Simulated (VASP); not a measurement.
# IrO2 (P4_2/mnm) in VASP: further runs, part 2 of 2

VASP 6.6.1. The steps go on from the part before.

**4. Single point, PBEsol**

The COD entry that gives the cell may itself be a prediction, so a difference from it is no test against experiment.

INCAR reads:

```
SYSTEM = IrO2
  ALGO = Normal
  EDIFF = 1E-6
  ENCUT = 600
  GGA = PS
  GGA_COMPAT = .FALSE.
  ISIF = 2
  ISMEAR = 1
  LASPH = .TRUE.
  LCHARG = .TRUE.
  LELF = .TRUE.
  LREAL = .FALSE.
  LVHAR = .TRUE.
  LWAVE = .FALSE.
  NBANDS = 30
  NELM = 120
  PREC = Accurate
  SIGMA = 0.1
```

KPOINTS reads:

```
k-points
0
G
  3 3 4
  0 0 0
```

POSCAR reads:

```
IrO2
1.0
    4.5051000000      0.0000000000      0.0000000000
    0.0000000000      4.5051000000      0.0000000000
    0.0000000000      0.0000000000      3.1586000000
Ir O
2 4
Direct
    0.0000000000      0.0000000000      0.0000000000
    0.5000000000      0.5000000000      0.5000000000
    0.3077000000      0.3077000000      0.0000000000
    0.1923000000      0.8077000000      0.5000000000
    0.6923000000      0.6923000000      0.0000000000
    0.8077000000      0.1923000000      0.5000000000
```

Potentials or basis: VASP PAW PBE potentials, release 64 (Ir, O).

Launch:

```sh
> cat potpaw_PBE.64/Ir/POTCAR potpaw_PBE.64/O/POTCAR > POTCAR
> mpirun -np 1 vasp_std > vasp.out
```

OUTCAR:

```text
SYSTEM = IrO2
   EDIFF = 1E-6
   ENCUT = 600
   GGA = PS
   ISIF = 2
   ISMEAR = 1
   LASPH = .TRUE.
   LREAL = .FALSE.
   NELM = 120
   PREC = Accurate

 ion  position               nearest neighbor table
   1  0.000  0.000  0.000-   3 1.96   5 1.96   4 2.00   6 2.00   4 2.00   6 2.00
   2  0.500  0.500  0.500-   4 1.96   6 1.96   5 2.00   3 2.00   3 2.00   5 2.00
   3  0.308  0.308  0.000-   1 1.96   2 2.00   2 2.00
   4  0.192  0.808  0.500-   2 1.96   1 2.00   1 2.00
   5  0.692  0.692  0.000-   1 1.96   2 2.00   2 2.00
   6  0.808  0.192  0.500-   2 1.96   1 2.00   1 2.00

  LATTYP: Found a simple tetragonal cell.
 ALAT       =     4.5051000000
 C/A-ratio  =     0.7011165124

  Lattice vectors:

 A1 = (   4.5051000000,   0.0000000000,   0.0000000000)
 A2 = (   0.0000000000,   4.5051000000,   0.0000000000)
 A3 = (   0.0000000000,   0.0000000000,   3.1586000000)

Analysis of symmetry for initial positions (statically):
=====================================================================
 Subroutine PRICEL returns:
 Original cell was already a primitive cell.

 Routine SETGRP: Setting up the symmetry group for a
 simple tetragonal supercell.

 Subroutine GETGRP returns: Found 16 space group operations
 (whereof  8 operations were pure point group operations)
 out of a pool of 16 trial point group operations.

The static configuration has the point symmetry D_2h.
 The point group associated with its full space group is D_4h.

Analysis of symmetry for dynamics (positions and initial velocities):
=====================================================================
 Subroutine PRICEL returns:
 Original cell was already a primitive cell.

 Routine SETGRP: Setting up the symmetry group for a
 simple tetragonal supercell.

 Subroutine GETGRP returns: Found 16 space group operations
 (whereof  8 operations were pure point group operations)
 out of a pool of 16 trial point group operations.

The dynamic configuration has the point symmetry D_2h.
 The point group associated with its full space group is D_4h.

 Subroutine INISYM returns: Found 16 space group operations
 (whereof  8 operations are pure point group operations),
 and found     1 'primitive' translations

----------------------------------------------------------------------------------------

                                     Primitive cell

  volume of cell :      64.1067

  direct lattice vectors                    reciprocal lattice vectors
     4.505100000  0.000000000  0.000000000     0.221970655  0.000000000  0.000000000
     0.000000000  4.505100000  0.000000000     0.000000000  0.221970655  0.000000000
     0.000000000  0.000000000  3.158600000     0.000000000  0.000000000  0.316595960

  length of vectors
     4.505100000  4.505100000  3.158600000     0.221970655  0.221970655  0.316595960

  position of ions in fractional coordinates (direct lattice)
     0.000000000  0.000000000  0.000000000
     0.500000000  0.500000000  0.500000000
     0.307700000  0.307700000  0.000000000
     0.192300000  0.807700000  0.500000000
     0.692300000  0.692300000  0.000000000
[... 34 lines left out ...]

 Found      9 irreducible k-points:

 Following reciprocal coordinates:
            Coordinates               Weight
  0.000000  0.000000  0.000000      1.000000
  0.333333  0.000000  0.000000      4.000000
  0.333333  0.333333  0.000000      4.000000
  0.000000  0.000000  0.250000      2.000000
  0.333333  0.000000  0.250000      8.000000
  0.333333  0.333333  0.250000      8.000000
  0.000000  0.000000  0.500000      1.000000
  0.333333  0.000000  0.500000      4.000000
  0.333333  0.333333  0.500000      4.000000
   k-points           NKPTS =      9   k-points in BZ     NKDIM =      9   number of bands    NBANDS=     30
   number of dos      NEDOS =    301   number of ions     NIONS =      6
   total plane-waves  NPLWV =  36288
   dimension x,y,z NGX =    36 NGY =   36 NGZ =   28
   dimension x,y,z NGXF=    72 NGYF=   72 NGZF=   56
   ions per type =               2   4
   NGX,Y,Z   is equivalent  to a cutoff of  13.28, 13.28, 14.74 a.u.
   NGXF,Y,Z  is equivalent  to a cutoff of  26.57, 26.57, 29.47 a.u.
 SYSTEM =  IrO2
   PREC   = accura    normal or accurate (medium, high low for compatibility)
   ISTART =      0    job   : 0-new  1-cont  2-samecut
   ICHARG =      2    charge: 1-file 2-atom 10-const
   ISPIN  =      1    spin polarized calculation?
   LNONCOLLINEAR =      F non collinear calculations
   LSORBIT =      F    spin-orbit coupling
   LASPH  =      T    aspherical Exc in radial PAW
   ENCUT  =  600.0 eV  44.10 Ry    6.64 a.u.   9.00  9.00  6.31*2*pi/ulx,y,z
   NELM   =    120;   NELMIN=  2; NELMDL= -5     # of ELM steps
   EDIFF  = 0.1E-05   stopping-criterion for ELM
   LREAL  =      F    real-space projection
   EDIFFG = 0.1E-04   stopping-criterion for IOM
   NSW    =      0    number of steps for IOM
   IBRION =     -1    ionic relax: 0-MD 1-quasi-New 2-CG
   NFREE  =      0    steps in history (QN), initial steepest desc. (CG)
   ISIF   =      2    stress and relaxation
   ISYM   =      2    0-nonsym 1-usesym 2-fastsym
   POTIM  = 0.5000    time-step for ionic-motion
   TEBEG  =    0.0;   TEEND  =   0.0 temperature during run
   PSTRESS=    0.0 pullay stress
   NELECT =      42.0000    total number of electrons
   NUPDOWN=      -1.0000    fix difference up-down
   EMIN   =  10.00;   EMAX   =-10.00  energy-range for DOS
   EFERMI =   0.00;   METHOD = LEGACY
   ISMEAR =     1;   SIGMA  =   0.10  broadening in eV -4-tet -1-fermi 0-gaus
   EFERMI_NEDOS =   21; number of points for ismear=-14 and -15
   IALGO  =     38    algorithm
   IMIX   =      4    mixing-type and parameters
     AMIX     =   0.40;   BMIX     =  1.00
     AMIX_MAG =   1.60;   BMIX_MAG =  1.00
  volume/ion in A,a.u.               =      10.68        72.10
  Fermi-wavevector in a.u.,A,eV,Ry     =   1.421860  2.686925 27.506696  2.021685
  Thomas-Fermi vector in A             =   2.542625
   LORBIT       =      0    0 simple, 1 ext, 2 COOP (PROOUT), +10 PAW based schemes
   GGA     = PS    functional components
   LHFCALC =     F    Hartree Fock is set to
   AEXX    =    0.0000 exact exchange contribution
   IVDW    =     0    specifies the selected vdW correction
   LEPSILON=     F    determine dielectric tensor
   LRPA    =     F    only Hartree local field effects (RPA)
 non-spin polarized calculation
 Methfessel and Paxton  Order N= 1 SIGMA  =   0.10
  energy-cutoff  :      600.00
  volume of cell :       64.11
 maximum number of plane-waves:      2163
 NGX is ok and might be reduce to    36
   NGX = 17   NGY = 17   NGZ = 13

 number of electron      41.9999996 magnetization

 Free energy of the ion-electron system (eV)
  ---------------------------------------------------
  ext. energy  EPLUGINS =         0.00000000
  ---------------------------------------------------
  free energy    TOTEN  =       -45.59673835 eV

  energy without entropy =      -45.59122945  energy(sigma->0) =      -45.59490205

 E-fermi :   6.0039     XC(G=0): -12.2608

 val. band max:        5.9889940889   @ k =   0.3333   0.3333   0.2500
 cond. band min:       6.2549340288   @ k =   0.3333   0.0000   0.2500
 fundamental gap:      0.2659399399
 Fermi energy:         6.0038644290

 k-point     1 :       0.0000    0.0000    0.0000
  band No.  band energies     occupation
      1     -15.1238      2.00000
      2     -13.8877      2.00000
      3     -12.8115      2.00000
      4     -12.8115      2.00000
      5      -3.8701      2.00000
      6      -3.6148      2.00000
[... 286 lines left out ...]
     29      16.0219      0.00000
     30      16.3509      0.00000

------------------------ aborting loop because EDIFF is reached ----------------------------------------

  FORCE on cell =-STRESS in cart. coord.  units (eV):
  Direction    XX          YY          ZZ          XY          YZ          ZX
  --------------------------------------------------------------------------------------
  -------------------------------------------------------------------------------------
  Total       -0.9371258     -0.9371258     -0.8102853      0.0000000      0.0000000      0.0000000
  in kB      -23.4209761    -23.4209761    -20.2509331      0.0000000      0.0000000      0.0000000
  external PRESSURE =     -22.3642951 kB  Pullay stress =       0.0000000 kB

 VOLUME and BASIS-vectors are now :
 -----------------------------------------------------------------------------
  energy-cutoff  :      600.00
  volume of cell :       64.11
      direct lattice vectors                 reciprocal lattice vectors
     4.505100000  0.000000000  0.000000000     0.221970655  0.000000000  0.000000000
     0.000000000  4.505100000  0.000000000     0.000000000  0.221970655  0.000000000
     0.000000000  0.000000000  3.158600000     0.000000000  0.000000000  0.316595960

 POSITION                                       TOTAL-FORCE (eV/Angst)
 -----------------------------------------------------------------------------------
      0.00000      0.00000      0.00000        -0.000000      0.000000      0.000000
      2.25255      2.25255      1.57930        -0.000000      0.000000      0.000000
      1.38622      1.38622      0.00000         0.099211      0.099211      0.000000
      0.86633      3.63877      1.57930        -0.099211      0.099211      0.000000
      3.11888      3.11888      0.00000        -0.099211     -0.099211     -0.000000
      3.63877      0.86633      1.57930         0.099211     -0.099211     -0.000000
 -----------------------------------------------------------------------------------
    total drift:                                0.000000     -0.000000     -0.000000

  FREE ENERGIE OF THE ION-ELECTRON SYSTEM (eV)
  ---------------------------------------------------
  free  energy   TOTEN  =       -45.5967383526 eV

  energy  without entropy=      -45.5912294453  energy(sigma->0) =      -45.59490205
```

Run time: 9.6 s. Hardware: 1 thread of Intel Xeon 6975P-C (Granite Rapids), shared host; peak memory 0.19 GiB.

Results:

```yaml
Free_energy: -45.5967 eV
Pressure: -2.2 GPa
Largest_force: 0.140 eV/Å
Band_gap_on_the_k_mesh: zero (band 21 reaches 6.55 eV, above the bottom of band 22 at 5.99 eV)
```

Forces in eV/Å, atoms in the order of the input:
```
Ir   0.000  0.000  0.000
Ir   0.000  0.000  0.000
O    0.099  0.099  0.000
O   -0.099  0.099  0.000
O   -0.099 -0.099  0.000
O    0.099 -0.099  0.000
```

Stress tensor (GPa, compression positive):
```
-2.34  0.00  0.00
 0.00 -2.34  0.00
 0.00  0.00 -2.03
```

Caveat: the k points lie up to 0.50 Å⁻¹ apart; the PAW data sets were made with another functional, which shifts forces and pressure a little; spin-orbit coupling is left out, which moves the levels of the heavy elements.

**5. Overview**

| k mesh | gap on the mesh (eV) | pressure (GPa) | largest force (eV/Å) |
| --- | --- | --- | --- |
| 2 × 2 × 2 | none | -5.2 | 0.91 |
| 2 × 2 × 3 | none | -1.8 | 0.04 |
| 3 × 3 × 4 | none | -2.2 | 0.14 |

Alike in all rows: task single point; level PBEsol; potentials or basis VASP PAW PBE potentials, release 64 (Ir, O); no spin polarisation; cell as given; cutoff (eV) 600; smearing methfessel-paxton 0.1 eV.

Caveats: all runs use coarse meshes; the PAW data sets were made with another functional, which shifts forces and pressure a little; spin-orbit coupling is left out, which moves the levels of the heavy elements.

Total energies depend on the potentials used, so only differences within one code and one set of settings carry meaning.
